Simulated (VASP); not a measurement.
# BaOs (Pm-3m) in VASP: further runs, part 2 of 2

VASP 6.6.1.

**3. Single point, PBE**

INCAR

```
SYSTEM = BaOs
ALGO     = Normal         ! electronic algorithm
EDIFF    = 1E-6           ! SCF threshold, eV
ENCUT    = 520            ! plane-wave cutoff, eV
GGA      = PE             ! functional
ISIF     = 2              ! what is computed and relaxed
ISMEAR   = 0              ! smearing method
LASPH    = .True.         ! aspherical terms in the spheres
LCHARG   = .False.        ! write CHGCAR
LREAL    = .False.        ! projectors in reciprocal space
LWAVE    = .False.        ! write WAVECAR
NBANDS   = 16             ! bands
NELM     = 60             ! most SCF steps
PREC     = Accurate       ! precision mode
SIGMA    = 0.05           ! smearing width, eV
```

KPOINTS

```
k-points
0
Gamma
  8 8 8
  0 0 0
```

POSCAR

```
BaOs
1.0
    3.7279657443      0.0000000000      0.0000000000
    0.0000000000      3.7279657443      0.0000000000
    0.0000000000      0.0000000000      3.7279657443
Ba Os
1 1
Direct
    0.0000000000      0.0000000000      0.0000000000
    0.5000000000      0.5000000000      0.5000000000
```

Potentials or basis: VASP PAW PBE potentials, release 64 (Ba_sv, Os).

Started as:

```
$ cat potpaw_PBE.64/Ba_sv/POTCAR potpaw_PBE.64/Os/POTCAR > POTCAR
$ mpirun -np 1 vasp_std > vasp.out
```

OUTCAR:

```text
SYSTEM = BaOs
   EDIFF = 1E-6
   ENCUT = 520
   GGA = PE
   ISIF = 2
   ISMEAR = 0
   LASPH = .True.
   LREAL = .False.
   NELM = 60
   PREC = Accurate

 ion  position               nearest neighbor table
   1  0.000  0.000  0.000-   2 3.23   2 3.23   2 3.23   2 3.23   2 3.23   2 3.23   2 3.23   2 3.23

   2  0.500  0.500  0.500-   1 3.23   1 3.23   1 3.23   1 3.23   1 3.23   1 3.23   1 3.23   1 3.23

  LATTYP: Found a simple cubic cell.
 ALAT       =     3.7279657443

  Lattice vectors:

 A1 = (   3.7279657443,   0.0000000000,   0.0000000000)
 A2 = (   0.0000000000,   3.7279657443,   0.0000000000)
 A3 = (   0.0000000000,   0.0000000000,   3.7279657443)

Analysis of symmetry for initial positions (statically):
=====================================================================
 Subroutine PRICEL returns:
 Original cell was already a primitive cell.

 Routine SETGRP: Setting up the symmetry group for a
 simple cubic supercell.

 Subroutine GETGRP returns: Found 48 space group operations
 (whereof 48 operations were pure point group operations)
 out of a pool of 48 trial point group operations.

The static configuration has the point symmetry O_h .

Analysis of symmetry for dynamics (positions and initial velocities):
=====================================================================
 Subroutine PRICEL returns:
 Original cell was already a primitive cell.

 Routine SETGRP: Setting up the symmetry group for a
 simple cubic supercell.

 Subroutine GETGRP returns: Found 48 space group operations
 (whereof 48 operations were pure point group operations)
 out of a pool of 48 trial point group operations.

The dynamic configuration has the point symmetry O_h .

 Subroutine INISYM returns: Found 48 space group operations
 (whereof 48 operations are pure point group operations),
 and found     1 'primitive' translations

----------------------------------------------------------------------------------------

                                     Primitive cell

  volume of cell :      51.8103

  direct lattice vectors                    reciprocal lattice vectors
     3.727965744  0.000000000  0.000000000     0.268242808  0.000000000  0.000000000
     0.000000000  3.727965744  0.000000000     0.000000000  0.268242808  0.000000000
     0.000000000  0.000000000  3.727965744     0.000000000  0.000000000  0.268242808

  length of vectors
     3.727965744  3.727965744  3.727965744     0.268242808  0.268242808  0.268242808

  position of ions in fractional coordinates (direct lattice)
     0.000000000  0.000000000  0.000000000
     0.500000000  0.500000000  0.500000000

  ion indices of the primitive-cell ions
   primitive index   ion index
                 1           1
                 2           2

----------------------------------------------------------------------------------------

 KPOINTS: k-points

Automatic generation of k-mesh.
 Grid dimensions read from file:
 generate k-points for:    8    8    8

 Generating k-lattice:

  Cartesian coordinates                     Fractional coordinates (reciprocal lattice)
     0.033530351  0.000000000  0.000000000     0.125000000  0.000000000  0.000000000
     0.000000000  0.033530351  0.000000000     0.000000000  0.125000000  0.000000000
     0.000000000  0.000000000  0.033530351     0.000000000  0.000000000  0.125000000

  Length of vectors
     0.033530351  0.033530351  0.033530351

  Shift w.r.t. Gamma in fractional coordinates (k-lattice)
     0.000000000  0.000000000  0.000000000

 Subroutine IBZKPT returns following result:
 ===========================================

 Found     35 irreducible k-points:

 Following reciprocal coordinates:
            Coordinates               Weight
  0.000000  0.000000  0.000000      1.000000
  0.125000  0.000000  0.000000      6.000000
  0.250000  0.000000  0.000000      6.000000
  0.375000  0.000000  0.000000      6.000000
  0.500000  0.000000  0.000000      3.000000
  0.125000  0.125000  0.000000     12.000000
[... 16 lines left out ...]
  0.375000  0.375000  0.125000     24.000000
  0.500000  0.375000  0.125000     24.000000
 [... further k-points ...]
   k-points           NKPTS =     35   k-points in BZ     NKDIM =     35   number of bands    NBANDS=     16
   number of dos      NEDOS =    301   number of ions     NIONS =      2
   total plane-waves  NPLWV =  21952
   dimension x,y,z NGX =    28 NGY =   28 NGZ =   28
   dimension x,y,z NGXF=    56 NGYF=   56 NGZF=   56
   ions per type =               1   1
   NGX,Y,Z   is equivalent  to a cutoff of  12.49, 12.49, 12.49 a.u.
   NGXF,Y,Z  is equivalent  to a cutoff of  24.97, 24.97, 24.97 a.u.
 SYSTEM =  BaOs
   PREC   = accura    normal or accurate (medium, high low for compatibility)
   ISTART =      0    job   : 0-new  1-cont  2-samecut
   ICHARG =      2    charge: 1-file 2-atom 10-const
   ISPIN  =      1    spin polarized calculation?
   LNONCOLLINEAR =      F non collinear calculations
   LSORBIT =      F    spin-orbit coupling
   LASPH  =      T    aspherical Exc in radial PAW
   ENCUT  =  520.0 eV  38.22 Ry    6.18 a.u.   6.93  6.93  6.93*2*pi/ulx,y,z
   NELM   =     60;   NELMIN=  2; NELMDL= -5     # of ELM steps
   EDIFF  = 0.1E-05   stopping-criterion for ELM
   LREAL  =      F    real-space projection
   EDIFFG = 0.1E-04   stopping-criterion for IOM
   NSW    =      0    number of steps for IOM
   IBRION =     -1    ionic relax: 0-MD 1-quasi-New 2-CG
   NFREE  =      0    steps in history (QN), initial steepest desc. (CG)
   ISIF   =      2    stress and relaxation
   ISYM   =      2    0-nonsym 1-usesym 2-fastsym
   POTIM  = 0.5000    time-step for ionic-motion
   TEBEG  =    0.0;   TEEND  =   0.0 temperature during run
   PSTRESS=    0.0 pullay stress
   NELECT =      18.0000    total number of electrons
   NUPDOWN=      -1.0000    fix difference up-down
   EMIN   =  10.00;   EMAX   =-10.00  energy-range for DOS
   EFERMI =   0.00;   METHOD = LEGACY
   ISMEAR =     0;   SIGMA  =   0.05  broadening in eV -4-tet -1-fermi 0-gaus
   EFERMI_NEDOS =   21; number of points for ismear=-14 and -15
   IALGO  =     38    algorithm
   IMIX   =      4    mixing-type and parameters
     AMIX     =   0.40;   BMIX     =  1.00
     AMIX_MAG =   1.60;   BMIX_MAG =  1.00
  volume/ion in A,a.u.               =      25.91       174.82
  Fermi-wavevector in a.u.,A,eV,Ry     =   1.150872  2.174833 18.021008  1.324507
  Thomas-Fermi vector in A             =   2.287533
   LORBIT       =      0    0 simple, 1 ext, 2 COOP (PROOUT), +10 PAW based schemes
   GGA     = PE    functional components
   LHFCALC =     F    Hartree Fock is set to
   AEXX    =    0.0000 exact exchange contribution
   IVDW    =     0    specifies the selected vdW correction
   LEPSILON=     F    determine dielectric tensor
   LRPA    =     F    only Hartree local field effects (RPA)
 non-spin polarized calculation
 Gauss-broadening in eV      SIGMA  =   0.05
  energy-cutoff  :      520.00
  volume of cell :       51.81
 maximum number of plane-waves:      1410
 NGX is ok and might be reduce to    28
   NGX = 13   NGY = 13   NGZ = 13

 number of electron      18.0000000 magnetization

 Free energy of the ion-electron system (eV)
  ---------------------------------------------------
  ext. energy  EPLUGINS =         0.00000000
  ---------------------------------------------------
  free energy    TOTEN  =        -9.99173902 eV

  energy without entropy =       -9.98585076  energy(sigma->0) =       -9.98879489

 E-fermi :   3.7069     XC(G=0): -10.7055

 val. band max:        3.6839670309   @ k =   0.3750   0.1250   0.0000
 cond. band min:       3.7156106148   @ k =   0.3750   0.3750   0.3750
 fundamental gap:      0.0316435839
 Fermi energy:         3.7068878904

 k-point     1 :       0.0000    0.0000    0.0000
  band No.  band energies     occupation
      1     -22.8131      2.00000
      2      -7.5876      2.00000
      3      -7.5876      2.00000
      4      -7.5876      2.00000
      5      -0.4429      2.00000
      6       1.3129      2.00000
[... 8 lines left out ...]
     15      12.0968      0.00000
     16      12.4050      0.00000
[... 419 lines left out ...]
 k-point    24 :       0.5000    0.3750    0.1250
  band No.  band energies     occupation
      1     -22.5531      2.00000
      2      -8.7271      2.00000
      3      -8.5154      2.00000
      4      -7.5595      2.00000
      5       0.8722      2.00000
      6       2.3019      2.00000
[... 8 lines left out ...]
     15      11.6127      0.00000
     16      12.9389      0.00000

 [... further k-points ...]

------------------------ aborting loop because EDIFF is reached ----------------------------------------

  FORCE on cell =-STRESS in cart. coord.  units (eV):
  Direction    XX          YY          ZZ          XY          YZ          ZX
  --------------------------------------------------------------------------------------
  -------------------------------------------------------------------------------------
  Total        0.5790547      0.5790547      0.5790547     -0.0000000     -0.0000000      0.0000000
  in kB       17.9066543     17.9066543     17.9066543     -0.0000000     -0.0000000      0.0000000
  external PRESSURE =      17.9066543 kB  Pullay stress =       0.0000000 kB

 VOLUME and BASIS-vectors are now :
 -----------------------------------------------------------------------------
  energy-cutoff  :      520.00
  volume of cell :       51.81
      direct lattice vectors                 reciprocal lattice vectors
     3.727965744  0.000000000  0.000000000     0.268242808  0.000000000  0.000000000
     0.000000000  3.727965744  0.000000000     0.000000000  0.268242808  0.000000000
     0.000000000  0.000000000  3.727965744     0.000000000  0.000000000  0.268242808

 POSITION                                       TOTAL-FORCE (eV/Angst)
 -----------------------------------------------------------------------------------
      0.00000      0.00000      0.00000         0.000000      0.000000      0.000000
      1.86398      1.86398      1.86398         0.000000      0.000000      0.000000
 -----------------------------------------------------------------------------------
    total drift:                                0.000000      0.000000      0.000000

  FREE ENERGIE OF THE ION-ELECTRON SYSTEM (eV)
  ---------------------------------------------------
  free  energy   TOTEN  =        -9.9917390205 eV

  energy  without entropy=       -9.9858507642  energy(sigma->0) =       -9.98879489
```

It took 12 s on 1 thread of Intel Xeon Platinum 8488C (Sapphire Rapids), shared host; peak memory 0.18 GiB.

What came out:

```
Free energy            : -9.9917 eV
Pressure               : 1.8 GPa
Band gap on the k mesh : zero (bands 9 and 10 overlap by 1.19 eV)
```

Caveat: spin-orbit coupling is left out, which moves the levels of the heavy elements.

The gap in the log of VASP goes by the Fermi energy; the results here count the filled bands.